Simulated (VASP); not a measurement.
A run of VASP 6.6.1 is set up as follows.

File INCAR:

```
SYSTEM = Nb3Sb
PREC     = Accurate       ! precision mode
ENCUT    = 500            ! plane-wave cutoff, eV
EDIFF    = 1E-6           ! SCF threshold, eV
ISMEAR   = 0              ! smearing method
SIGMA    = 0.028          ! smearing width, eV
LREAL    = .False.        ! projectors in reciprocal space
LASPH    = .True.         ! aspherical terms in the spheres
NELM     = 120            ! most SCF steps
ALGO     = Normal         ! electronic algorithm
ISIF     = 2              ! what is computed and relaxed
LWAVE    = .False.        ! write WAVECAR
LCHARG   = .False.        ! write CHGCAR
NBANDS   = 54             ! bands
GGA_COMPAT= .False.
```

Contents of KPOINTS:

```
Automatic mesh
0
Gamma
  5 5 5
  0 0 0
```

Contents of POSCAR:

```
Nb3Sb
1.0
    5.2044358769      0.0000000000      0.0000000000
    0.0000000000      5.2044358769      0.0000000000
    0.0000000000      0.0000000000      5.2044358769
Nb Sb
6 2
Direct
    0.2500000000      0.0000000000      0.5000000000
    0.5000000000      0.7500000000      0.0000000000
    0.7500000000      0.0000000000      0.5000000000
    0.5000000000      0.2500000000      0.0000000000
    0.0000000000      0.5000000000      0.7500000000
    0.0000000000      0.5000000000      0.2500000000
    0.0000000000      0.0000000000      0.0000000000
    0.5000000000      0.5000000000      0.5000000000
```

Potentials or basis: VASP PAW LDA potentials, release 64 (Nb_sv, Sb).

Launch:

```sh
$ cat potpaw_LDA.64/Nb_sv/POTCAR potpaw_LDA.64/Sb/POTCAR > POTCAR
$ mpirun -np 1 vasp_std > vasp.out
```

Task: Predict the pressure.

Result: 0.1 GPa.

Task: What does it give for the band gap on the k mesh?

Result: Zero (bands 44 and 45 overlap by 0.20 eV).

Caveat: spin-orbit coupling is left out, which moves the levels of the heavy elements.
